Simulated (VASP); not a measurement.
Input of a VASP 6.6.1 run:

INCAR

```
PREC = Accurate ; ENCUT = 520
EDIFF = 1E-8 ; ISMEAR = -1
SIGMA = 0.05 ; LREAL = False
LASPH = True ; NELM = 80
ALGO = Normal ; ISIF = 2
LWAVE = False ; LCHARG = False
LEFG = True ; NBANDS = 17
```

The input KPOINTS:

```
regular mesh
0
Gamma
  15 15 15
```

Contents of POSCAR:

```
PdPt
1.0
    1.3841154119      0.7991194057      4.5556623728
   -1.3841154119      0.7991194057      4.5556623728
    0.0000000000     -1.5982388113      4.5556623728
Pd Pt
1 1
Direct
    0.0000000000      0.0000000000      0.0000000000
    0.5000000000      0.5000000000      0.5000000000
```

Potentials or basis: VASP PAW LDA potentials, release 64 (Pd, Pt).

The run is started by

```sh
$ cat potpaw_LDA.64/Pd/POTCAR potpaw_LDA.64/Pt/POTCAR > POTCAR
$ mpirun -np 1 vasp_std > vasp.out
```

Task: Estimate the band gap on the k mesh.

Result: Zero (bands 10 and 11 overlap by 1.48 eV).

Task: Estimate the pressure.

Result: -10.7 GPa.

Stress tensor (GPa, compression positive):
```
-10.62   0.00   0.00
  0.00 -10.62   0.00
  0.00   0.00 -10.79
```

Caveat: the cell stands under tension; without QUAD_EFG the Cq values of the log hold for a quadrupole moment of 1 mb, not for the nuclei; spin-orbit coupling is left out, which moves the levels of the heavy elements.
